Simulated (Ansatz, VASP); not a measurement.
**One calculation of PtS2, two programs**

```xyz
6
Lattice="3.7442 0.0000 0.0000 0.0000 3.7442 0.0000 0.0000 0.0000 9.6808" Properties=species:S:1:pos:R:3 pbc="T T T"
Pt    1.8721    0.0000    0.0000
Pt    0.0000    1.8721    4.8404
S     1.8721    1.8721    8.2707
S     1.8721    1.8721    6.2505
S     1.8721    1.8721    1.4101
S     1.8721    1.8721    3.4303
```

Alike in both runs: functional PBE; k mesh 4 × 4 × 2; occupations gaussian, width 0.1 eV; no spin polarisation.

Ansatz relaxed the structure, and its values are those at the end. VASP's run is a single point on that final structure, the one shown.

|  | VASP | Ansatz |
| --- | --- | --- |
| version | VASP 6.6.1 | Ansatz 0.2.0 |
| potentials or method | VASP PAW PBE potentials, release 64 (Pt, S), cutoff 520 eV | scalar-relativistic, plane waves, PAW |
| valence electrons in the cell | 44 | 60 |

Ansatz gave:

| Property | Result |
| --- | --- |
| gap on the k mesh at the Fermi level (eV) | none |
| pressure (GPa) | 0.0 |
| rms of the force components (eV/Å) | 0.014 |

Question: What did VASP give for the same quantities?

Answer: gap on the k mesh at the Fermi level (eV): none; pressure (GPa): -0.2; rms of the force components (eV/Å): 0.039.

A gap of «none» marks a metal or a gap that the smearing closes. VASP's potentials hold 44 valence electrons a cell and Ansatz's 60, so a difference there can come from the potentials and not from the codes.

The k mesh is coarse, so the values compare programs but aren't converged. Neither program's run includes spin-orbit coupling.
